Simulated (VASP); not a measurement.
Write the native input for VASP 6.6.1 that does the following.

```yaml
Task: single point
Functional: r2SCAN
Potentials_or_basis: VASP PAW PBE potentials, release 64 (Hf_pv, N)
Cutoff: 520 eV
k_mesh: 9 × 9 × 9
Occupations: fermi-dirac, width 0.05 eV
Spin: no spin polarisation
Dipole_correction: no
Further_INCAR_settings: ALGO = Normal; EDIFF = 1e-06; NBANDS = 14
```

The system is HfN.

```
Hf N
1.0
     0.00000    2.45482    2.45482
     2.45482    0.00000    2.45482
     2.45482    2.45482    0.00000
Hf N
1 1
Direct
  0.00000 0.00000 0.00000
  0.25000 0.25000 0.25000
```

These files were run (other wordings do the same):

POSCAR

```
HfN
1.0
    0.0000000000      2.4548220000      2.4548220000
    2.4548220000      0.0000000000      2.4548220000
    2.4548220000      2.4548220000      0.0000000000
Hf N
1 1
Direct
    0.0000000000      0.0000000000      0.0000000000
    0.2500000000      0.2500000000      0.2500000000
```

INCAR.step1

```
PREC     = Accurate       # precision mode
ENCUT    = 520            # plane-wave cutoff, eV
ISMEAR   = -1             # smearing method
SIGMA    = 0.05           # smearing width, eV
LREAL    = F              # projectors in reciprocal space
LASPH    = T              # aspherical terms in the spheres
NELM     = 100            # most SCF steps
NBANDS   = 14             # bands
GGA      = PE             # functional
ALGO     = Normal         # electronic algorithm
EDIFF    = 1E-4           # SCF threshold, eV
LWAVE    = T              # write WAVECAR
LCHARG   = F              # write CHGCAR
```

INCAR.step2

```
PREC     = Accurate       # precision mode
ENCUT    = 520            # plane-wave cutoff, eV
EDIFF    = 1E-6           # SCF threshold, eV
ISMEAR   = -1             # smearing method
SIGMA    = 0.05           # smearing width, eV
LREAL    = F              # projectors in reciprocal space
LASPH    = T              # aspherical terms in the spheres
NELM     = 100            # most SCF steps
ALGO     = Normal         # electronic algorithm
ISIF     = 2              # what is computed and relaxed
LWAVE    = F              # write WAVECAR
LCHARG   = F              # write CHGCAR
METAGGA  = R2SCAN         # meta-GGA
LMIXTAU  = T            
NBANDS   = 14             # bands
ISTART   = 1
```

KPOINTS

```
Automatic mesh
0
Gamma
  9 9 9
```

Potentials or basis: VASP PAW PBE potentials, release 64 (Hf_pv, N).

Command:

```console
$ cat potpaw_PBE.64/Hf_pv/POTCAR potpaw_PBE.64/N/POTCAR > POTCAR
$ cp INCAR.step1 INCAR
$ mpirun -np 1 vasp_std > vasp.out
$ cp INCAR.step2 INCAR
$ mpirun -np 1 vasp_std > vasp.out
```

Results of the run:

* Pressure: -3.6 GPa

Caveat: the PAW data sets were made with another functional, which shifts forces and pressure a little.

It took 45 s on 1 thread of Intel(R) Xeon(R) Platinum 8124M CPU @ 3.00GHz (Skylake/Cascade Lake) (shared host), peak memory 0.17 GiB.
